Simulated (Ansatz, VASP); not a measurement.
# CaO in VASP and in Ansatz

The input INCAR:

```
SYSTEM = CaO
PREC = Accurate
ENCUT = 520
EDIFF = 1E-6
ISMEAR = 0
SIGMA = 0.01
LREAL = .False.
LASPH = .True.
NELM = 80
ALGO = Normal
ISIF = 2
LWAVE = .False.
LCHARG = .True.
GGA = PS
LELF = .True.
LVHAR = .True.
NBANDS = 15
```

File KPOINTS:

```
regular mesh
0
Gamma
  10 10 10
  0 0 0
```

POSCAR

```
CaO
1.0
    0.0000000000      2.3835762404      2.3835762404
    2.3835762404      0.0000000000      2.3835762404
    2.3835762404      2.3835762404      0.0000000000
Ca O
1 1
Direct
    0.0000000000      0.0000000000      0.0000000000
    0.5000000000      0.5000000000      0.5000000000
```

Input for Ansatz:

```yaml
crystal:
  lattice:
    - [0.0, 2.38357624035, 2.38357624035]
    - [2.38357624035, 0.0, 2.38357624035]
    - [2.38357624035, 2.38357624035, 0.0]
  atoms:
    - { symbol: Ca, position: [0.0, 0.0, 0.0] }
    - { symbol: O, position: [0.5, 0.5, 0.5] }
kpoints:
  mp_grid: { grid: [10, 10, 10] }
scf:
  occupations: { method: fixed }
  convergence: { dr2_threshold: 1.0e-10 }
hamiltonian:
  xc: pbesol
  pseudopotentials: { kind: all_electron, lapw: { basis_error: 0.0005 } }
output:
  forces: true
  stress: true
  eigenstates:
    kpoints:
      - [0.0, 0.0, 0.0]
      - [0.0, -0.5, -0.5]
      - [-0.5, 0.0, -0.5]
      - [-0.5, -0.5, 0.0]
      - [-0.5, 0.0, 0.0]
      - [0.0, -0.5, 0.0]
      - [0.0, 0.0, -0.5]
      - [-0.5, -0.5, -0.5]
  eigenvalues: true
```

Change from the starting cell: unstrained.

Alike in both runs: task single point; functional PBEsol; k mesh 10 × 10 × 10; no spin polarisation.

```csv
,VASP,Ansatz
version,VASP 6.6.1,Ansatz 0.2.0
potentials or method,"VASP PAW PBE potentials, release 64 (Ca_sv, O), cutoff 520 eV","all-electron LAPW, scalar-relativistic"
occupations,"gaussian, width 0.01 eV",fixed
```

|  | VASP | Ansatz | Ansatz less VASP |
| --- | --- | --- | --- |
| gap on the k mesh at the Fermi level (eV) | 3.52 | 3.54 | +0.019 |
| pressure (GPa) | 0.6 | 0.0 | -0.61 |

VASP's potentials were made for PBE, not for PBEsol. Ansatz ran all-electron here, and VASP with PAW potentials.
